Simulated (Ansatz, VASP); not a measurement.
**KTaO3 in VASP and in Ansatz**

```
CELL_PARAMETERS angstrom
4.21281 0.00000 0.00000
0.00000 4.21281 0.00000
0.00000 0.00000 4.02485
ATOMIC_POSITIONS crystal
K 0.50000 0.50000 0.50000
Ta 0.00000 0.00000 0.00000
O 0.50000 0.00000 0.00000
O 0.00000 0.50000 0.00000
O 0.00000 0.00000 0.50000
```

Change from the starting cell: normal strain along x +0.0467, normal strain along y +0.0467.

Alike in both runs: task single point; functional PBE; k mesh 8 × 8 × 8; occupations gaussian, width 0.05 eV; no spin polarisation.

```csv
,VASP,Ansatz
version,VASP 6.6.1,Ansatz 0.2.0
potentials or method,"VASP PAW PBE potentials, release 64 (K_sv, Ta_pv, O), cutoff 520 eV","scalar-relativistic, plane waves, PAW"
valence electrons in the cell,38,40
```

Ansatz gave:

* gap on the k mesh at the Fermi level (eV): 1.85
* least direct gap on the mesh (eV): 2.49
* pressure (GPa): -13.4
* traceless stress, the component that is largest in VASP (GPa): 7.51

What did VASP give for the same quantities?

gap on the k mesh at the Fermi level (eV): 1.81; least direct gap on the mesh (eV): 2.46; pressure (GPa): -13.1; traceless stress, the component that is largest in VASP (GPa): 7.62.

VASP's potentials hold 38 valence electrons a cell and Ansatz's 40, so a difference there can come from the potentials and not from the codes.

Neither program's run includes spin-orbit coupling.
